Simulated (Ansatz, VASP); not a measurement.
## GaGe: VASP beside Ansatz

Contents of POSCAR:

```
GaGe
1.0
    0.0000000000      2.8978440000      2.8978440000
    2.8978440000      0.0000000000      2.8978440000
    2.8978440000      2.8978440000      0.0000000000
Ge Ga
1 1
Direct
    0.0000000000      0.0000000000      0.0000000000
    0.2500000000      0.2500000000      0.2500000000
```

INCAR.step1

```
PREC     = Accurate       # precision mode
ENCUT    = 520            # plane-wave cutoff, eV
EDIFF    = 1E-5           # SCF threshold, eV
ISMEAR   = -1             # smearing method
SIGMA    = 0.05           # smearing width, eV
LREAL    = False          # projectors in reciprocal space
LASPH    = True           # aspherical terms in the spheres
NELM     = 100            # most SCF steps
ALGO     = Normal         # electronic algorithm
ISIF     = 2              # what is computed and relaxed
LWAVE    = True           # write WAVECAR
NBANDS   = 20             # bands
GGA      = PE             # functional
KPAR     = 4
```

The input INCAR.step2:

```
PREC     = Accurate       # precision mode
ENCUT    = 520            # plane-wave cutoff, eV
EDIFF    = 1E-6           # SCF threshold, eV
ISMEAR   = -1             # smearing method
SIGMA    = 0.05           # smearing width, eV
LREAL    = False          # projectors in reciprocal space
LASPH    = True           # aspherical terms in the spheres
NELM     = 100            # most SCF steps
ALGO     = Normal         # electronic algorithm
ISIF     = 2              # what is computed and relaxed
LWAVE    = False          # write WAVECAR
LCHARG   = True           # write CHGCAR
GGA      = PE             # functional
LHFCALC  = True           # exact exchange
HFSCREEN = 0.2079         # screening, 1/A
PRECFOCK = Normal       
LVHAR    = True         
NBANDS   = 20             # bands
ISTART   = 1            
KPAR     = 4
```

The input KPOINTS:

```
Automatic mesh
0
Gamma
  6 6 6
```

input

```
crystal:
  lattice:
    - [0.0, 2.897844, 2.897844]
    - [2.897844, 0.0, 2.897844]
    - [2.897844, 2.897844, 0.0]
  atoms:
    - { symbol: Ge, position: [0.0, 0.0, 0.0] }
    - { symbol: Ga, position: [0.25, 0.25, 0.25] }
hamiltonian:
  xc: hse06
  pseudopotentials: { kind: paw }
kpoints:
  mp_grid: { grid: [6, 6, 6] }
  band_path:
    path:
      - [[0.0, 0.0, 0.0], [0.5, 0.0, 0.5], [0.5, 0.25, 0.75], [0.375, 0.375, 0.75], [0.0, 0.0, 0.0], [0.5, 0.5, 0.5], [0.625, 0.25, 0.625], [0.5, 0.25, 0.75], [0.5, 0.5, 0.5], [0.375, 0.375, 0.75]]
      - [[0.625, 0.25, 0.625], [0.5, 0.0, 0.5]]
    npoints: 4
scf:
  occupations: { method: fermi_dirac, width: 0.05 }
  n_extra_bands: 6
output:
  forces: true
  stress: true
  eigenvalues: true
  fatbands: false
```

Alike in both runs: functional HSE06; k mesh 6 × 6 × 6; occupations fermi-dirac, width 0.05 eV; no spin polarisation.

|  | VASP | Ansatz |
| --- | --- | --- |
| version | VASP 6.6.1 | Ansatz 0.2.0 |
| potentials or method | VASP PAW PBE potentials, release 64 (Ge_d, Ga_d) | Ansatz PAW |
| plane-wave cutoff (eV) | 520 | 420 |
| valence electrons in the cell | 27 | 27 |
| task | single point | band structure |

```csv
,VASP,Ansatz,Ansatz less VASP
gap on the k mesh at the Fermi level (eV),none,none,-
pressure (GPa),-1.1,-1.2,-0.09
```

A gap of «none» marks a metal or a gap that the smearing closes.
